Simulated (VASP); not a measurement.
Here is a VASP 6.6.1 calculation.

The input INCAR:

```
SYSTEM = CoSi
ALGO = Normal ; EDIFF = 1E-6
ENCUT = 520 ; GGA = PE
ISIF = 2 ; ISMEAR = -1
ISPIN = 2 ; LASPH = .True.
LCHARG = .False. ; LMAXMIX = 4
LORBIT = 11 ; LREAL = .False.
LWAVE = .False. ; MAGMOM = 2 0
NBANDS = 18 ; NELM = 150
PREC = Accurate ; SIGMA = 0.05
```

KPOINTS

```
k-points
0
Gamma
  10 10 10
  0 0 0
```

POSCAR

```
CoSi
1.0
    2.7626667664      0.0000000000      0.0000000000
    0.0000000000      2.7626667664      0.0000000000
    0.0000000000      0.0000000000      2.7626667664
Co Si
1 1
Direct
    0.0000000000      0.0000000000      0.0000000000
    0.5000000000      0.5000000000      0.5000000000
```

Potentials or basis: VASP PAW PBE potentials, release 64 (Co, Si).

Run with:

```bash
$ cat potpaw_PBE.64/Co/POTCAR potpaw_PBE.64/Si/POTCAR > POTCAR
$ mpirun -np 1 vasp_std > vasp.out
```

What does it give for the net moment?

0.53 μB per cell.

Estimate the site moments.

Co +0.53; Si +0.01 μB.
